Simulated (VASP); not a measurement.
# AlN in VASP: further runs, part 3 of 3

VASP 6.6.1. Earlier steps stand in the parts before.

## Step 5: Single point, PBE (shear xy strain +1.0%)

INCAR reads:

```
  PREC = Accurate
  ENCUT = 520
  EDIFF = 1E-6
  ISMEAR = 0
  SIGMA = 0.01
  LREAL = False
  LASPH = True
  NELM = 80
  ALGO = Normal
  ISIF = 2
  LWAVE = False
  LCHARG = False
  GGA = PE
  NBANDS = 11
```

KPOINTS reads:

```
Automatic mesh
0
Gamma
  6 6 6
```

POSCAR reads:

```
AlN
1.0
    0.0100943423      2.0188684513      2.0188684513
    2.0188684513      0.0100943423      2.0188684513
    2.0289627935      2.0289627935     -0.0000000001
Al N
1 1
Direct
    0.0000000000      0.0000000000      0.0000000000
    0.5000000000      0.5000000000      0.5000000000
```

Potentials or basis: VASP PAW PBE potentials, release 64 (Al, N).

Started as:

```console
$ cat potpaw_PBE.64/Al/POTCAR potpaw_PBE.64/N/POTCAR > POTCAR
$ mpirun -np 1 vasp_std > vasp.out
```

OUTCAR:

```text
PREC = Accurate
   ENCUT = 520
   EDIFF = 1E-6
   ISMEAR = 0
   LREAL = False
   LASPH = True
   NELM = 80
   ISIF = 2
   GGA = PE

 ion  position               nearest neighbor table
   1  0.000  0.000  0.000-   2 2.02   2 2.02   2 2.02   2 2.02   2 2.02   2 2.02
   2  0.500  0.500  0.500-   1 2.02   1 2.02   1 2.02   1 2.02   1 2.02   1 2.02

  LATTYP: Found a body centered orthorhombic cell.
 ALAT       =     2.8408355887
 B/A-ratio  =     1.0100502513
 C/A-ratio  =     1.4213201633

[... 526 lines left out ...]
------------------------ aborting loop because EDIFF is reached ----------------------------------------

  FORCE on cell =-STRESS in cart. coord.  units (eV):
  Direction    XX          YY          ZZ          XY          YZ          ZX
  --------------------------------------------------------------------------------------
  -------------------------------------------------------------------------------------
  Total        0.6303074      0.6303074      0.6258966     -0.3248070      0.0000000      0.0000000
  in kB       61.3648657     61.3648657     60.9354450    -31.6222451      0.0000000      0.0000000
  external PRESSURE =      61.2217255 kB  Pullay stress =       0.0000000 kB

 VOLUME and BASIS-vectors are now :
 -----------------------------------------------------------------------------
  energy-cutoff  :      520.00
  volume of cell :       16.46
      direct lattice vectors                 reciprocal lattice vectors
     0.010094342  2.018868451  2.018868451    -0.248908027  0.248908027  0.247663487
     2.018868451  0.010094342  2.018868451     0.248908027 -0.248908027  0.247663487
     2.028962793  2.028962793 -0.000000000     0.246431330  0.246431330 -0.247663487

 POSITION                                       TOTAL-FORCE (eV/Angst)
 -----------------------------------------------------------------------------------
      0.00000      0.00000      0.00000         0.000000      0.000000      0.000000
      2.02896      2.02896      2.01887        -0.000000      0.000000     -0.000000
 -----------------------------------------------------------------------------------
    total drift:                               -0.000000     -0.000000      0.000000

  FREE ENERGIE OF THE ION-ELECTRON SYSTEM (eV)
  ---------------------------------------------------
  free  energy   TOTEN  =       -14.5315501125 eV

  energy  without entropy=      -14.5315501125  energy(sigma->0) =      -14.53155011
```

It took 6.8 s on 1 thread of Intel Xeon 6975P-C, shared host; peak memory 0.13 GiB.

What came out:

```yaml
Free_energy: -14.5316 eV
Pressure: 6.1 GPa
Band_gap_on_the_k_mesh: 4.53 eV, indirect (least direct gap 5.66 eV)
```

Caveat: the k points lie up to 0.45 Å⁻¹ apart; the cell differs from its parent crystal (shear xy strain +1.0%).

## Step 6: Single point, PBE (strain +0.5%)

INCAR reads:

```
SYSTEM = AlN
PREC = Accurate
ENCUT = 520
EDIFF = 1E-7
ISMEAR = -1
SIGMA = 0.02
LREAL = .False.
LASPH = .True.
NELM = 60
ALGO = Normal
ISIF = 2
LWAVE = .False.
LCHARG = .False.
GGA = PE
NBANDS = 11
```

KPOINTS reads:

```
regular mesh
0
Gamma
  10 10 10
  0 0 0
```

POSCAR reads:

```
AlN
1.0
    0.0000000000      2.0289627935      2.0289627935
    2.0289627935      0.0000000000      2.0289627935
    2.0289627935      2.0289627935      0.0000000000
Al N
1 1
Direct
    0.0000000000      0.0000000000      0.0000000000
    0.5000000000      0.5000000000      0.5000000000
```

Potentials or basis: VASP PAW PBE potentials, release 64 (Al, N).

Started as:

```console
$ cat potpaw_PBE.64/Al/POTCAR potpaw_PBE.64/N/POTCAR > POTCAR
$ mpirun -np 1 vasp_std > vasp.out
```

Wall time 6 s (1 thread of Intel Xeon 6975P-C, shared host); peak memory 0.13 GiB.

It converged, with:

```yaml
Free_energy: -14.5449 eV
Pressure: 2.1 GPa
Band_gap_on_the_k_mesh: 4.50 eV, indirect (least direct gap 5.52 eV)
```

Levels at points of the mesh, in eV from the valence-band top:
| k point | band 1 | band 2 | band 3 | band 4 | band 5 | band 6 | band 7 | band 8 | band 9 |
| --- | --- | --- | --- | --- | --- | --- | --- | --- | --- |
| (0.00, 0.00, 0.00) | -17.45 | 0.00 | 0.00 | 0.00 | 5.52 | 12.13 | 12.13 | 12.13 | 17.24 |
| (0.50, 0.00, 0.00) | -14.24 | -8.23 | -1.06 | -1.06 | 6.07 | 10.91 | 10.91 | 13.14 | 15.98 |
| (0.50, 0.50, 0.00) | -13.27 | -7.31 | -2.77 | -2.77 | 4.50 | 5.32 | 13.92 | 17.08 | 17.08 |

Caveat: the cell differs from its parent crystal (strain +0.5%).

## Step 7: Summary

| cell | k mesh | smearing | gap on the mesh (eV) | pressure (GPa) |
| --- | --- | --- | --- | --- |
| a = 2.869 Å, angles 60.0°, 2 atoms | 6 × 6 × 6 | gaussian 0.01 eV | 4.50 | 2.1 |
| a = 2.861, b = 2.861, c = 2.898 Å, angles 59.6, 59.6, 60.9°, 2 atoms | 6 × 6 × 6 | gaussian 0.01 eV | 4.25 | 1.5 |
| a = 2.855, b = 2.813, c = 2.813 Å, angles 61.0, 59.5, 59.5°, 2 atoms | 6 × 6 × 6 | gaussian 0.01 eV | 4.69 | 15.6 |
| a = 2.855, b = 2.855, c = 2.869 Å, angles 59.8, 59.8, 59.7°, 2 atoms | 6 × 6 × 6 | gaussian 0.01 eV | 4.53 | 6.1 |
| a = 2.869 Å, angles 60.0°, 2 atoms | 10 × 10 × 10 | fermi-dirac 0.02 eV | 4.50 | 2.1 |

Alike in all rows: task single point; level PBE; potentials or basis VASP PAW PBE potentials, release 64 (Al, N); no spin polarisation; cutoff (eV) 520.

Caveats: some runs use coarse meshes.

Total energies depend on the potentials used, so only differences within one code and one set of settings carry meaning.
